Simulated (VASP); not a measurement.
# Ti3Al: single point with PBEsol

The system is Ti3Al.

```
Ti Al
1.0
     0.00000    3.05220    3.05220
     3.05220    0.00000    3.05220
     3.05220    3.05220    0.00000
Ti Al
3 1
Direct
  0.75000 0.75000 0.75000
  0.25000 0.25000 0.25000
  0.00000 0.00000 0.00000
  0.50000 0.50000 0.50000
```

| Quantity | Value |
| --- | --- |
| Program | VASP 6.6.1 |
| Task | single point |
| Functional | PBEsol |
| Potentials or basis | VASP PAW PBE potentials, release 64 (Ti_sv, Al) |
| Cutoff | 520 eV |
| k mesh | 12 × 12 × 12 |
| Occupations | gaussian, width 0.15 eV |
| Spin | collinear spin, ferromagnetic start |
| Starting moments | [0.3, 0.3, 0.3, 0.0] μB |
| Fixed moment | 0.9 μB |

| Quantity | Value |
| --- | --- |
| Pressure | 19.3 GPa |
| Net moment | 0.90 μB per cell |
| Site moments | Ti +0.10, +0.52; Al -0.01 μB |
| Valence electrons inside the program's atomic spheres | Ti 10.47, 10.54; Al 0.92 |

It took 6.2 min on 1 thread of Oxide Virtual Turin-like Processor, on a shared host, peak memory 0.29 GiB.

Caveat: the PAW data sets were made with another functional, which shifts forces and pressure a little; the total moment is fixed, so each spin has its own Fermi level.
